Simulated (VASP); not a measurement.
Wanted: the native input for a VASP 6.6.1 run.

```yaml
Task: relaxation of cell and atoms
Functional: PBE
Dispersion: D3(BJ)
Potentials_or_basis: VASP PAW PBE potentials, release 64 (As, B)
Cutoff: 600 eV
k_mesh: 10 × 10 × 10
Occupations: fermi-dirac, width 0.05 eV
Spin: no spin polarisation
Dipole_correction: no
Further_INCAR_settings: ALGO = Normal; EDIFF = 1e-07; IBRION = 2; EDIFFG = -0.005; NSW = 80; ISIF = 3
```

The structure of BAs lies in POSCAR:

```
BAs
1.0
    0.0000000000      2.3885000000      2.3885000000
    2.3885000000      0.0000000000      2.3885000000
    2.3885000000      2.3885000000      0.0000000000
As B
1 1
Direct
    0.7500000000      0.7500000000      0.7500000000
    0.0000000000      0.0000000000      0.0000000000
```

One way to write it, as run:

INCAR

```
  PREC = Accurate
  ENCUT = 600
  EDIFF = 1E-7
  ISMEAR = -1
  SIGMA = 0.05
  LREAL = False
  LASPH = True
  NELM = 60
  ALGO = Normal
  ISIF = 3
  LWAVE = False
  LCHARG = False
  GGA = PE
  IVDW = 12
  IBRION = 2
  NSW = 80
  EDIFFG = -0.005
```

KPOINTS

```
regular mesh
0
Gamma
  10 10 10
```

Potentials or basis: VASP PAW PBE potentials, release 64 (As, B).

The run is started by

```sh
$ cat potpaw_PBE.64/As/POTCAR potpaw_PBE.64/B/POTCAR > POTCAR
$ mpirun -np 1 vasp_std > vasp.out
```

It gave:

| Property | Result |
| --- | --- |
| Relaxed volume | 13.58 Å³/atom |
| Relaxed cell | a = 3.374 Å, b = 3.374 Å, c = 3.374 Å, α = 60.00°, β = 60.00°, γ = 60.00° |
| Space group after relaxing (to 0.05 Å) | F-43m (No. 216) |
| Energy gained by relaxing | 0.1 meV/atom |
| Ionic steps | 3 |
| Pressure after relaxing | 0.0 GPa |
| Band gap on the k mesh | 1.17 eV, indirect (least direct gap 3.28 eV) |
| Dispersion energy per atom | -0.331 eV |

Run time: 22 s on 1 thread of AMD EPYC 7R43 64-Core Processor (Zen 3) (shared host), peak memory 0.14 GiB.
